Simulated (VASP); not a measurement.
Wanted: the native input for a VASP 6.6.1 run.

```
Task                   : single point
Functional             : PBEsol
Potentials or basis    : VASP PAW PBE potentials, release 64 (Ba_sv, Zr_sv, O)
Cutoff                 : 520 eV
k mesh                 : 4 × 4 × 4
Occupations            : gaussian, width 0.01 eV
Spin                   : no spin polarisation
Dipole correction      : no
Further INCAR settings : ALGO = Normal; EDIFF = 1e-06; NBANDS = 28
```

The structure of BaZrO3 lies in POSCAR:

```
BaZrO3
1.0
    4.0741349337      0.0000000000      0.0000000000
    0.0000000000      4.0741349337      0.0000000000
    0.0000000000      0.0000000000      4.0741349337
Ba Zr O
1 1 3
Direct
    0.0000000000      0.0000000000      0.0000000000
    0.5000000000      0.5000000000      0.5000000000
    0.0000000000      0.5000000000      0.5000000000
    0.5000000000      0.0000000000      0.5000000000
    0.5000000000      0.5000000000      0.0000000000
```

The input as run:

INCAR

```
SYSTEM = BaZrO3
PREC     = Accurate       ! precision mode
ENCUT    = 520            ! plane-wave cutoff, eV
EDIFF    = 1E-6           ! SCF threshold, eV
ISMEAR   = 0              ! smearing method
SIGMA    = 0.01           ! smearing width, eV
LREAL    = .FALSE.        ! projectors in reciprocal space
LASPH    = .TRUE.         ! aspherical terms in the spheres
NELM     = 100            ! most SCF steps
ALGO     = Normal         ! electronic algorithm
ISIF     = 2              ! what is computed and relaxed
LWAVE    = .FALSE.        ! write WAVECAR
LCHARG   = .TRUE.         ! write CHGCAR
GGA      = PS             ! functional
LELF     = .TRUE.         ! ELF
LVHAR    = .TRUE.       
NBANDS   = 28             ! bands
```

KPOINTS

```
Automatic mesh
0
G
  4 4 4
  0 0 0
```

Potentials or basis: VASP PAW PBE potentials, release 64 (Ba_sv, Zr_sv, O).

Command:

```console
$ cat potpaw_PBE.64/Ba_sv/POTCAR potpaw_PBE.64/Zr_sv/POTCAR potpaw_PBE.64/O/POTCAR > POTCAR
$ mpirun -np 1 vasp_std > vasp.out
```

Results of the run:

- Pressure: 16.6 GPa
- Band gap on the k mesh: 3.26 eV, indirect (least direct gap 3.36 eV)

Caveat: the PAW data sets were made with another functional, which shifts forces and pressure a little; spin-orbit coupling is left out, which moves the levels of the heavy elements.

Run time: 9.2 s on 1 thread of Intel(R) Xeon(R) 6975P-C (Granite Rapids), with other jobs on the host, peak memory 0.17 GiB.
